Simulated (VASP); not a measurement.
# Li7Cl8 (a cell with a defect) in VASP: notebook, part 2 of 2

VASP 6.6.1. Earlier steps stand in the parts before.

### Step 3. Single point, PBE+D3(BJ)

Contents of INCAR:

```
SYSTEM = Li7Cl8
ALGO = Normal ; EDIFF = 1E-7
ENCUT = 520 ; GGA = PE
ISIF = 2 ; ISMEAR = -1
IVDW = 12 ; LASPH = .TRUE.
LCHARG = .TRUE. ; LELF = .TRUE.
LREAL = Auto ; LVHAR = .TRUE.
LWAVE = .FALSE. ; NBANDS = 52
NELM = 60 ; PREC = Accurate
SIGMA = 0.05
```

Contents of KPOINTS:

```
k-points
0
G
  2 2 2
  0 0 0
```

Contents of POSCAR:

```
Li7Cl8
1.0
    0.0000000000      5.1944300000      5.1944300000
    5.1944300000      0.0000000000      5.1944300000
    5.1944300000      5.1944300000      0.0000000000
Li Cl
7 8
Direct
    0.0089807736     -0.0059005512      0.0215519316
   -0.0212920378      0.0239679811      0.4729489087
    0.0189337425      0.4721884788     -0.0409958359
   -0.0433637569      0.5236474454      0.5345244810
    0.5431876067     -0.0060738137     -0.0304653254
    0.4777232536      0.4564697185      0.0501306207
    0.4811114983      0.4253979744      0.4655948776
    0.2497771652      0.2452145856      0.1680742642
    0.2332113437      0.1737245473      0.7873626173
    0.2357332758      0.7108575917      0.3282939610
    0.2799729710      0.7221389065      0.6833473548
    0.7476566245      0.1946604343      0.2877216557
    0.7819626022      0.2315846012      0.7087880672
    0.7746566996      0.7295699432      0.2251835139
    0.6707473197      0.6889398837      0.8671307535
```

Potentials or basis: VASP PAW PBE potentials, release 64 (Li_sv, Cl).

On the command line:

```bash
cat potpaw_PBE.64/Li_sv/POTCAR potpaw_PBE.64/Cl/POTCAR > POTCAR
mpirun -np 1 vasp_std > vasp.out
```

OUTCAR:

```text
SYSTEM = Li7Cl8
   EDIFF = 1E-7
   ENCUT = 520
   GGA = PE
   ISIF = 2
   ISMEAR = -1
   IVDW = 12
   LASPH = .TRUE.
   LREAL = Auto
   NELM = 60
   PREC = Accurate
 IVDW          = 12

 ion  position               nearest neighbor table
   1  0.009  0.994  0.022-   9 2.12  12 2.44  14 2.62
   2  0.979  0.024  0.473-  12 2.19  13 2.31  10 2.47   8 2.60
   3  0.019  0.472  0.959-   8 2.29  15 2.47   9 2.49
   4  0.957  0.524  0.535-  10 2.45  13 2.50  14 2.61
   5  0.543  0.994  0.970-  15 2.31   8 2.40  13 2.48  14 2.54
   6  0.478  0.456  0.050-  15 2.23   8 2.40
   7  0.481  0.425  0.466-  10 2.14  12 2.18
   8  0.250  0.245  0.168-   3 2.29   5 2.40   6 2.40   2 2.60
   9  0.233  0.174  0.787-   1 2.12   3 2.49
  10  0.236  0.711  0.328-   7 2.14   4 2.45   2 2.47
  11  0.280  0.722  0.683-
  12  0.748  0.195  0.288-   7 2.18   2 2.19   1 2.44
  13  0.782  0.232  0.709-   2 2.31   5 2.48   4 2.50
  14  0.775  0.730  0.225-   5 2.54   4 2.61   1 2.62
  15  0.671  0.689  0.867-   6 2.23   5 2.31   3 2.47

  LATTYP: Found a face centered cubic cell.
 ALAT       =    10.3888600000

  Lattice vectors:

 A1 = (   0.0000000000,   5.1944300000,   5.1944300000)
 A2 = (   5.1944300000,   0.0000000000,   5.1944300000)
 A3 = (   5.1944300000,   5.1944300000,   0.0000000000)

Analysis of symmetry for initial positions (statically):
=====================================================================
 Subroutine PRICEL returns:
 Original cell was already a primitive cell.

 Routine SETGRP: Setting up the symmetry group for a
 face centered cubic supercell.

 Subroutine GETGRP returns: Found  1 space group operations
 (whereof  1 operations were pure point group operations)
 out of a pool of 48 trial point group operations.

The static configuration has the point symmetry C_1 .

Analysis of symmetry for dynamics (positions and initial velocities):
=====================================================================
 Subroutine PRICEL returns:
 Original cell was already a primitive cell.

 Routine SETGRP: Setting up the symmetry group for a
 face centered cubic supercell.

 Subroutine GETGRP returns: Found  1 space group operations
 (whereof  1 operations were pure point group operations)
 out of a pool of 48 trial point group operations.

The dynamic configuration has the point symmetry C_1 .

 Subroutine INISYM returns: Found  1 space group operations
 (whereof  1 operations are pure point group operations),
 and found     1 'primitive' translations

----------------------------------------------------------------------------------------

                                     Primitive cell

  volume of cell :     280.3133

  direct lattice vectors                    reciprocal lattice vectors
     0.000000000  5.194430000  5.194430000    -0.096256952  0.096256952  0.096256952
     5.194430000  0.000000000  5.194430000     0.096256952 -0.096256952  0.096256952
     5.194430000  5.194430000  0.000000000     0.096256952  0.096256952 -0.096256952

  length of vectors
     7.346033355  7.346033355  7.346033355     0.166721932  0.166721932  0.166721932

[... 74 lines left out ...]
   dimension x,y,z NGX =    56 NGY =   56 NGZ =   56
   dimension x,y,z NGXF=   112 NGYF=  112 NGZF=  112
   ions per type =               7   8
   NGX,Y,Z   is equivalent  to a cutoff of  12.67, 12.67, 12.67 a.u.
   NGXF,Y,Z  is equivalent  to a cutoff of  25.35, 25.35, 25.35 a.u.
 SYSTEM =  Li7Cl8
   PREC   = accura    normal or accurate (medium, high low for compatibility)
   ISTART =      0    job   : 0-new  1-cont  2-samecut
   ICHARG =      2    charge: 1-file 2-atom 10-const
   ISPIN  =      1    spin polarized calculation?
   LNONCOLLINEAR =      F non collinear calculations
   LSORBIT =      F    spin-orbit coupling
   LASPH  =      T    aspherical Exc in radial PAW
   ENCUT  =  520.0 eV  38.22 Ry    6.18 a.u.  13.66 13.66 13.66*2*pi/ulx,y,z
   NELM   =     60;   NELMIN=  2; NELMDL= -5     # of ELM steps
   EDIFF  = 0.1E-06   stopping-criterion for ELM
   LREAL  =      T    real-space projection
   EDIFFG = 0.1E-05   stopping-criterion for IOM
   NSW    =      0    number of steps for IOM
   IBRION =     -1    ionic relax: 0-MD 1-quasi-New 2-CG
   NFREE  =      0    steps in history (QN), initial steepest desc. (CG)
   ISIF   =      2    stress and relaxation
   ISYM   =      2    0-nonsym 1-usesym 2-fastsym
   POTIM  = 0.5000    time-step for ionic-motion
   TEBEG  =    0.0;   TEEND  =   0.0 temperature during run
   PSTRESS=    0.0 pullay stress
   NELECT =      77.0000    total number of electrons
   NUPDOWN=      -1.0000    fix difference up-down
   EMIN   =  10.00;   EMAX   =-10.00  energy-range for DOS
   EFERMI =   0.00;   METHOD = LEGACY
   ISMEAR =    -1;   SIGMA  =   0.05  broadening in eV -4-tet -1-fermi 0-gaus
   EFERMI_NEDOS =   21; number of points for ismear=-14 and -15
   IALGO  =     38    algorithm
   IMIX   =      4    mixing-type and parameters
     AMIX     =   0.40;   BMIX     =  1.00
     AMIX_MAG =   1.60;   BMIX_MAG =  1.00
  volume/ion in A,a.u.               =      18.69       126.11
  Fermi-wavevector in a.u.,A,eV,Ry     =   1.064201  2.011049 15.408934  1.132525
  Thomas-Fermi vector in A             =   2.199712
   LORBIT       =      0    0 simple, 1 ext, 2 COOP (PROOUT), +10 PAW based schemes
   GGA     = PE    functional components
   LHFCALC =     F    Hartree Fock is set to
   AEXX    =    0.0000 exact exchange contribution
   IVDW    =    12    specifies the selected vdW correction
   LEPSILON=     F    determine dielectric tensor
   LRPA    =     F    only Hartree local field effects (RPA)
 non-spin polarized calculation
  energy-cutoff  :      520.00
  volume of cell :      280.31
 maximum number of plane-waves:      7631
 NGX is ok and might be reduce to    56
   NGX = 27   NGY = 27   NGZ = 27

 number of electron      76.9999994 magnetization

 Free energy of the ion-electron system (eV)
  ---------------------------------------------------
  ext. energy  EPLUGINS =         0.00000000
  ---------------------------------------------------
  free energy    TOTEN  =       -50.93508858 eV

  energy without entropy =      -50.85859385  energy(sigma->0) =      -50.89684122

 E-fermi :   0.2657     XC(G=0):  -8.3291

 val. band max:        0.2626045461   @ k =   0.5000   0.5000   0.5000
 cond. band min:       0.2898490914   @ k =   0.5000   0.0000   0.0000
 fundamental gap:      0.0272445453
 Fermi energy:         0.2656959708

 k-point     1 :       0.0000    0.0000    0.0000
  band No.  band energies     occupation
      1     -44.0061      2.00000
      2     -43.8115      2.00000
      3     -43.5895      2.00000
      4     -43.5586      2.00000
      5     -43.3937      2.00000
      6     -43.3389      2.00000
[... 413 lines left out ...]
     49       9.1259      0.00000
     50       9.2864      0.00000
 [bands above 50 left out]

------------------------ aborting loop because EDIFF is reached ----------------------------------------

 Edisp (eV)   -3.05648

 E8    (eV) :    -1.1421

  FORCE on cell =-STRESS in cart. coord.  units (eV):
  Direction    XX          YY          ZZ          XY          YZ          ZX
  --------------------------------------------------------------------------------------
  -------------------------------------------------------------------------------------
  Total       1.09609     1.61662    -1.60873     0.78446    -0.43226     0.00483
  in kB       6.26488     9.24005    -9.19497     4.48371    -2.47066     0.02762
  external pressure =        2.10 kB  Pullay stress =        0.00 kB

 VOLUME and BASIS-vectors are now :
 -----------------------------------------------------------------------------
  energy-cutoff  :      520.00
  volume of cell :      280.31
      direct lattice vectors                 reciprocal lattice vectors
     0.000000000  5.194430000  5.194430000    -0.096256952  0.096256952  0.096256952
     5.194430000  0.000000000  5.194430000     0.096256952 -0.096256952  0.096256952
     5.194430000  5.194430000  0.000000000     0.096256952  0.096256952 -0.096256952

 POSITION                                       TOTAL-FORCE (eV/Angst)
 -----------------------------------------------------------------------------------
      5.27573      0.15860      5.21043         0.015646     -0.212298     -1.036034
      2.58120      7.54053      5.20833         0.027444      0.657503      0.356042
      7.43423      5.07983      2.55110         0.261920     -0.048299      0.044151
      5.49660      7.74573      7.68923        -0.039907     -0.235191     -0.316885
     10.19906      7.85773      7.98443         0.210106      0.077058      0.053223
      2.63150      2.74190      4.85260        -0.306872     -0.078131     -0.330759
      4.62820      4.91760      4.70880         0.496367      1.018728     -0.027573
      2.14680      2.17050      2.57120         0.439835      0.677241      0.191797
      4.99230      5.30130      2.11380        -0.097172     -0.441075      1.124614
      5.39780      2.92980      4.91700        -0.265646     -1.225671     -0.437127
      7.30070      5.00390      5.20540         0.427080      0.261078     -0.314408
      2.50570      5.37820      4.89480        -0.629471     -0.709231     -0.168178
      4.88470      7.74360      5.26480         0.333582      0.129666     -0.226952
      4.95940      5.19360      7.81360        -0.006013      0.244290      0.370781
      8.08290      7.98840      7.06280        -0.866900     -0.115669      0.717308
 -----------------------------------------------------------------------------------
    total drift:                               -0.001422     -0.002287     -0.000612

  FREE ENERGIE OF THE ION-ELECTRON SYSTEM (eV)
  ---------------------------------------------------
  free  energy   TOTEN  =       -53.9915696670 eV

  energy  without entropy=      -53.9150749405  energy(sigma->0) =      -53.95332230
```

Run time: 5.2 min. Hardware: 1 thread of Intel Xeon Platinum 8375C at 2.90GHz (Ice Lake), shared host; peak memory 0.42 GiB.

What came out:

| Item | Value |
| --- | --- |
| Free energy | -53.9916 eV |
| Largest force | 1.328 eV/Å |
| Dispersion energy per atom | -0.204 eV |

Forces in eV/Å, atoms in the order of the input:
```
Li   0.016 -0.212 -1.036
Li   0.027  0.658  0.356
Li   0.262 -0.048  0.044
Li  -0.040 -0.235 -0.317
Li   0.210  0.077  0.053
Li  -0.307 -0.078 -0.331
Li   0.496  1.019 -0.028
Cl   0.440  0.677  0.192
Cl  -0.097 -0.441  1.125
Cl  -0.266 -1.226 -0.437
Cl   0.427  0.261 -0.314
Cl  -0.629 -0.709 -0.168
Cl   0.334  0.130 -0.227
Cl  -0.006  0.244  0.371
Cl  -0.867 -0.116  0.717
```

Caveat: the k points lie up to 0.52 Å⁻¹ apart; the cutoff is under 1.25 times the usual one of these potentials, so pressure, stress and relaxed cells hold a basis-set (Pulay) error; an odd number of electrons without spin polarisation forces a metal; a magnetic or distorted state may lie lower.

### Step 4. Single point, PBE+D3(BJ)

Contents of INCAR:

```
PREC = Accurate
ENCUT = 520
EDIFF = 1E-6
ISMEAR = -1
SIGMA = 0.05
LREAL = Auto
LASPH = T
NELM = 80
ALGO = Normal
ISIF = 2
LWAVE = F
LCHARG = F
GGA = PE
IVDW = 12
NBANDS = 52
```

Contents of KPOINTS:

```
regular mesh
0
Gamma
  2 2 2
```

Contents of POSCAR:

```
Li7Cl8
1.0
    0.0000000000      5.1944300000      5.1944300000
    5.1944300000      0.0000000000      5.1944300000
    5.1944300000      5.1944300000      0.0000000000
Li Cl
7 8
Direct
   -0.1191949839      0.0174898882      0.0023582953
    0.0709124967     -0.0346428771      0.4394611151
   -0.0534707369      0.5313865044      0.0141979004
   -0.1006751463      0.5334849059      0.5395683453
    0.5195950278     -0.0703830834     -0.0486482636
    0.4264375495      0.4549103559      0.1384752514
    0.5076976685      0.3297955695      0.6066113125
    0.2808681607      0.2351461084      0.1380998493
    0.1931106974      0.1996946729      0.7399464426
    0.2418840951      0.7351624721      0.2805216357
    0.2941804972      0.6337557730      0.7319571156
    0.7209741974      0.2206498114      0.2478327747
    0.7851968358      0.1557918771      0.7254597713
    0.7773326429      0.7376170244      0.2006379911
    0.6437087419      0.6883142135      0.8106953025
```

On the command line:

```bash
cat potpaw_PBE.64/Li_sv/POTCAR potpaw_PBE.64/Cl/POTCAR > POTCAR
mpirun -np 1 vasp_std > vasp.out
```

It took 4.4 min on 1 thread of Intel Xeon Platinum 8375C at 2.90GHz (Ice Lake), shared host; peak memory 0.41 GiB.

It converged, with:

```
Free energy                : -53.4296 eV
Largest force              : 1.570 eV/Å
Dispersion energy per atom : -0.204 eV
```

Forces on the atoms (eV/Å):
```
Li   0.607  0.928  0.974
Li   1.359 -0.081  0.320
Li  -1.543  0.013 -0.290
Li  -0.234  0.075  0.006
Li   1.198  0.089  0.078
Li  -0.253 -0.249  0.063
Li  -0.052 -1.020 -0.142
Cl   0.324  0.179 -0.383
Cl   0.078  0.085  0.362
Cl  -0.891 -0.151 -0.630
Cl   0.177 -0.594 -0.104
Cl   0.169  0.657  0.166
Cl  -0.822 -0.819  0.317
Cl   0.952  0.592 -1.032
Cl  -1.069  0.297  0.294
```

Levels at points of the mesh, in eV from the Fermi level:
```tsv
k point	band 36	band 37	band 38	band 39	band 40	band 41	band 42	band 43
(0.00, 0.00, 0.00)	-0.21	-0.19	-0.07	0.05	5.74	6.50	6.67	6.90
(0.50, 0.00, 0.00)	-0.43	-0.24	-0.15	0.01	6.62	7.01	7.23	7.72
(0.00, 0.50, 0.00)	-0.43	-0.21	-0.17	-0.03	6.61	6.69	7.20	7.61
(0.00, 0.00, 0.50)	-0.42	-0.27	-0.17	-0.07	6.65	6.87	7.21	7.50
(0.50, 0.50, 0.50)	-0.40	-0.25	-0.14	0.03	6.62	6.71	7.20	7.36
(0.50, 0.50, 0.00)	-0.48	-0.32	-0.22	-0.03	7.05	7.28	7.56	7.65
(0.00, 0.50, 0.50)	-0.47	-0.41	-0.13	-0.03	6.94	7.10	7.43	7.77
(0.50, 0.00, 0.50)	-0.51	-0.25	-0.10	-0.09	7.22	7.33	7.48	7.79
```

Caveat: the k points lie up to 0.52 Å⁻¹ apart; the cutoff is under 1.25 times the usual one of these potentials, so pressure, stress and relaxed cells hold a basis-set (Pulay) error; an odd number of electrons without spin polarisation forces a metal; a magnetic or distorted state may lie lower.
